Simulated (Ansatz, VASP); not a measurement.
## One calculation of Ta, two programs

```
Ta
1.0
    -1.65939    1.65939   -1.65939
    -1.65939   -1.65939    1.65939
    -0.66376    6.63758    6.63758
Ta
4
Direct
  0.82500 0.82500 0.87500
  0.47500 0.47500 0.12500
  0.92500 0.92500 0.37500
  0.37500 0.37500 0.62500
```

Alike in both runs: task single point; functional PBE; k mesh 22 × 22 × 7; occupations gaussian, width 0.15 eV; no spin polarisation.

```csv
,VASP,Ansatz
version,VASP 6.6.1,Ansatz 0.2.0
potentials or method,"VASP PAW PBE potentials, release 64 (Ta_pv), cutoff 500 eV","scalar-relativistic, plane waves, PAW"
valence electrons in the cell,44,52
```

Ansatz gave:

- gap on the k mesh at the Fermi level (eV): none
- pressure (GPa): 1.4
- traceless stress, the component that is largest in VASP (GPa): 2.65
- rms of the force components (eV/Å): 0.719

Task: Which values does VASP return?

Result: gap on the k mesh at the Fermi level (eV): none; pressure (GPa): 1.5; traceless stress, the component that is largest in VASP (GPa): 2.68; rms of the force components (eV/Å): 0.726.

Atom by atom the forces differ by 0.008 eV/Å (rms over components). A gap of «none» marks a metal or a gap that the smearing closes. VASP's potentials hold 44 valence electrons a cell and Ansatz's 52, so a difference there can come from the potentials and not from the codes.

Neither program's run includes spin-orbit coupling.
